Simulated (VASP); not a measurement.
Al: single point with PBEsol

Al:

```
CELL_PARAMETERS angstrom
0.00000 2.02398 2.02398
2.02398 0.00000 2.02398
2.02398 2.02398 0.00000
ATOMIC_POSITIONS crystal
Al 0.00000 0.00000 0.00000
```

```yaml
Program: VASP 6.6.1
Task: single point
Functional: PBEsol
Potentials_or_basis: VASP PAW PBE potentials, release 64 (Al)
Cutoff: 500 eV
k_mesh: 8 × 8 × 8
Occupations: gaussian, width 0.1 eV
Spin: no spin polarisation
```

The pressure is -1.8 GPa.

Levels at points of the mesh, in eV from the Fermi level:
| k point | band 1 | band 2 | band 3 | band 4 |
| --- | --- | --- | --- | --- |
| (0.00, 0.00, 0.00) | -11.15 | 12.51 | 12.51 | 12.51 |
| (0.50, 0.00, 0.00) | -4.63 | -4.42 | 11.29 | 11.29 |
| (0.50, 0.50, 0.00) | -2.96 | -1.67 | 5.20 | 5.51 |

Wall time 3.2 s on 1 thread of Intel Xeon 6975P-C (shared host), peak memory 0.13 GiB.

Caveat: the PAW data sets were made with another functional, which shifts forces and pressure a little.
